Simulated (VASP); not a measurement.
# S (Ia-3) in VASP: single point with PBE

Aim: the single point of S with PBE.

Everything below comes from runs of VASP 6.6.1. Logs are shortened: lines on timing, memory, paths and dates and some standing lists are left out, and cuts for length are marked.

### Step 1. The cell of the first run

Symmetry: Ia-3, No. 206, cubic system. Conventional cell: a = 7.883 Å, b = 7.883 Å, c = 7.883 Å, α = 90.00°, β = 90.00°, γ = 90.00°. Within 3.7 Å of S (site symmetry 3) lie 4 S at 2.81 to 2.83 Å.

### Step 2. Single point, PBE

INCAR

```
SYSTEM = S
PREC = Accurate ; ENCUT = 520
EDIFF = 1E-6 ; ISMEAR = 0
SIGMA = 0.1 ; LREAL = .False.
LASPH = .True. ; NELM = 60
ALGO = Normal ; ISIF = 2
LWAVE = .False. ; LCHARG = .False.
GGA = PE ; NBANDS = 34
```

KPOINTS

```
regular mesh
0
Gamma
  4 4 4
  0 0 0
```

POSCAR

```
S
1.0
   -3.9412516654      3.9412516654      3.9412516654
    3.9412516654     -3.9412516654      3.9412516654
    3.9412516654      3.9412516654     -3.9412516654
S
8
Direct
    0.2060000000      0.2060000000      0.2060000000
    0.5000000000      0.0000000000      0.2940000000
    0.2940000000      0.5000000000      0.0000000000
    0.0000000000      0.2940000000      0.5000000000
    0.7940000000      0.7940000000      0.7940000000
    0.5000000000      0.0000000000      0.7060000000
    0.7060000000      0.5000000000      0.0000000000
    0.0000000000      0.7060000000      0.5000000000
```

Potentials or basis: VASP PAW PBE potentials, release 64 (S).

Started as:

```console
cat potpaw_PBE.64/S/POTCAR > POTCAR
mpirun -np 1 vasp_std > vasp.out
```

OUTCAR:

```text
SYSTEM = S
   PREC = Accurate
   ENCUT = 520
   EDIFF = 1E-6
   ISMEAR = 0
   LREAL = .False.
   LASPH = .True.
   NELM = 60
   ISIF = 2
   GGA = PE

 ion  position               nearest neighbor table
   1  0.206  0.206  0.206-
   2  0.500  0.000  0.294-
   3  0.294  0.500  0.000-
   4  0.000  0.294  0.500-
   5  0.794  0.794  0.794-
   6  0.500  0.000  0.706-
   7  0.706  0.500  0.000-
   8  0.000  0.706  0.500-

  LATTYP: Found a body centered cubic cell.
 ALAT       =     7.8825033308

  Lattice vectors:

 A1 = (  -3.9412516654,   3.9412516654,   3.9412516654)
 A2 = (   3.9412516654,  -3.9412516654,   3.9412516654)
 A3 = (   3.9412516654,   3.9412516654,  -3.9412516654)

Analysis of symmetry for initial positions (statically):
=====================================================================
 Subroutine PRICEL returns:
 Original cell was already a primitive cell.

 Routine SETGRP: Setting up the symmetry group for a
 body centered cubic supercell.

 Subroutine GETGRP returns: Found 24 space group operations
 (whereof  6 operations were pure point group operations)
 out of a pool of 48 trial point group operations.

The static configuration has the point symmetry S_6 .
 The point group associated with its full space group is T_h .

Analysis of symmetry for dynamics (positions and initial velocities):
=====================================================================
 Subroutine PRICEL returns:
 Original cell was already a primitive cell.

 Routine SETGRP: Setting up the symmetry group for a
 body centered cubic supercell.

 Subroutine GETGRP returns: Found 24 space group operations
 (whereof  6 operations were pure point group operations)
 out of a pool of 48 trial point group operations.

The dynamic configuration has the point symmetry S_6 .
 The point group associated with its full space group is T_h .

 Subroutine INISYM returns: Found 24 space group operations
 (whereof  6 operations are pure point group operations),
 and found     1 'primitive' translations

----------------------------------------------------------------------------------------

[... 87 lines left out ...]
   EDIFF  = 0.1E-05   stopping-criterion for ELM
   LREAL  =      F    real-space projection
   EDIFFG = 0.1E-04   stopping-criterion for IOM
   NSW    =      0    number of steps for IOM
   IBRION =     -1    ionic relax: 0-MD 1-quasi-New 2-CG
   NFREE  =      0    steps in history (QN), initial steepest desc. (CG)
   ISIF   =      2    stress and relaxation
   ISYM   =      2    0-nonsym 1-usesym 2-fastsym
   POTIM  = 0.5000    time-step for ionic-motion
   TEBEG  =    0.0;   TEEND  =   0.0 temperature during run
   PSTRESS=    0.0 pullay stress
   NELECT =      48.0000    total number of electrons
   NUPDOWN=      -1.0000    fix difference up-down
   EMIN   =  10.00;   EMAX   =-10.00  energy-range for DOS
   EFERMI =   0.00;   METHOD = LEGACY
   ISMEAR =     0;   SIGMA  =   0.10  broadening in eV -4-tet -1-fermi 0-gaus
   EFERMI_NEDOS =   21; number of points for ismear=-14 and -15
   IALGO  =     38    algorithm
   IMIX   =      4    mixing-type and parameters
     AMIX     =   0.40;   BMIX     =  1.00
     AMIX_MAG =   1.60;   BMIX_MAG =  1.00
  volume/ion in A,a.u.               =      30.61       206.57
  Fermi-wavevector in a.u.,A,eV,Ry     =   0.950972  1.797077 12.304399  0.904348
  Thomas-Fermi vector in A             =   2.079399
   LORBIT       =      0    0 simple, 1 ext, 2 COOP (PROOUT), +10 PAW based schemes
   GGA     = PE    functional components
   LHFCALC =     F    Hartree Fock is set to
   AEXX    =    0.0000 exact exchange contribution
   IVDW    =     0    specifies the selected vdW correction
   LEPSILON=     F    determine dielectric tensor
   LRPA    =     F    only Hartree local field effects (RPA)
 non-spin polarized calculation
 Gauss-broadening in eV      SIGMA  =   0.10
  energy-cutoff  :      520.00
  volume of cell :      244.89
 maximum number of plane-waves:      6632
 NGX is ok and might be reduce to    54
   NGX = 25   NGY = 25   NGZ = 25

 number of electron      48.0000006 magnetization

 Free energy of the ion-electron system (eV)
  ---------------------------------------------------
  ext. energy  EPLUGINS =         0.00000000
  ---------------------------------------------------
  free energy    TOTEN  =       -22.19559748 eV

  energy without entropy =      -22.13165084  energy(sigma->0) =      -22.16362416

 E-fermi :   1.0005     XC(G=0):  -7.8712

 val. band max:        0.9881280732   @ k =   0.2500   0.0000   0.0000
 cond. band min:       1.0284879593   @ k =   0.2500   0.2500   0.0000
 fundamental gap:      0.0403598861
 Fermi energy:         1.0004559484

 k-point     1 :       0.0000    0.0000    0.0000
  band No.  band energies     occupation
      1     -12.6023      2.00000
      2     -11.6018      2.00000
      3     -11.0655      2.00000
      4     -11.0655      2.00000
      5     -11.0655      2.00000
      6     -10.2079      2.00000
[... 285 lines left out ...]
     33       8.8436      0.00000
     34       8.8823      0.00000

------------------------ aborting loop because EDIFF is reached ----------------------------------------

  FORCE on cell =-STRESS in cart. coord.  units (eV):
  Direction    XX          YY          ZZ          XY          YZ          ZX
  --------------------------------------------------------------------------------------
  -------------------------------------------------------------------------------------
  Total      -14.2369095    -14.2369095    -14.2369095     -0.0000000     -0.0000000      0.0000000
  in kB      -93.1459150    -93.1459150    -93.1459150     -0.0000000     -0.0000000      0.0000000
  external PRESSURE =     -93.1459150 kB  Pullay stress =       0.0000000 kB

 VOLUME and BASIS-vectors are now :
 -----------------------------------------------------------------------------
  energy-cutoff  :      520.00
  volume of cell :      244.89
      direct lattice vectors                 reciprocal lattice vectors
    -3.941251665  3.941251665  3.941251665     0.000000000  0.126863251  0.126863251
     3.941251665 -3.941251665  3.941251665     0.126863251  0.000000000  0.126863251
     3.941251665  3.941251665 -3.941251665     0.126863251  0.126863251  0.000000000

 POSITION                                       TOTAL-FORCE (eV/Angst)
 -----------------------------------------------------------------------------------
      0.81190      0.81190      0.81190        -0.094678     -0.094678     -0.094678
     -0.81190      3.12935      0.81190         0.094678      0.094678     -0.094678
      0.81190     -0.81190      3.12935        -0.094678      0.094678      0.094678
      3.12935      0.81190     -0.81190         0.094678     -0.094678      0.094678
      3.12935      3.12935      3.12935         0.094678      0.094678      0.094678
      0.81190      4.75315     -0.81190        -0.094678     -0.094678      0.094678
     -0.81190      0.81190      4.75315         0.094678     -0.094678     -0.094678
      4.75315     -0.81190      0.81190        -0.094678      0.094678     -0.094678
 -----------------------------------------------------------------------------------
    total drift:                                0.000000      0.000000     -0.000000

  FREE ENERGIE OF THE ION-ELECTRON SYSTEM (eV)
  ---------------------------------------------------
  free  energy   TOTEN  =       -22.1955974826 eV

  energy  without entropy=      -22.1316508432  energy(sigma->0) =      -22.16362416
```

Run time: 94 s. Hardware: 1 thread of Intel Xeon Platinum 8375C at 2.90GHz (Ice Lake), shared host; peak memory 0.38 GiB.

Results:

```
Free energy            : -22.1956 eV
Pressure               : -9.3 GPa
Largest force          : 0.164 eV/Å
Band gap on the k mesh : zero (band 24 reaches 1.03 eV, above the bottom of band 25 at 0.50 eV)
```

Forces in eV/Å, atoms in the order of the input:
```
S   -0.095 -0.095 -0.095
S    0.095  0.095 -0.095
S   -0.095  0.095  0.095
S    0.095 -0.095  0.095
S    0.095  0.095  0.095
S   -0.095 -0.095  0.095
S    0.095 -0.095 -0.095
S   -0.095  0.095 -0.095
```

Levels at points of the mesh, in eV from the Fermi level:
| k point | band 21 | band 22 | band 23 | band 24 | band 25 | band 26 | band 27 | band 28 |
| --- | --- | --- | --- | --- | --- | --- | --- | --- |
| (0.00, 0.00, 0.00) | -1.28 | -1.28 | -0.15 | -0.15 | -0.15 | 0.61 | 1.02 | 1.02 |
| (0.50, 0.00, 0.00) | -1.02 | -1.02 | -0.05 | -0.05 | 0.31 | 0.31 | 0.36 | 0.36 |
| (0.50, 0.50, 0.50) | -1.25 | -0.53 | -0.50 | -0.50 | -0.50 | 0.08 | 0.08 | 0.08 |
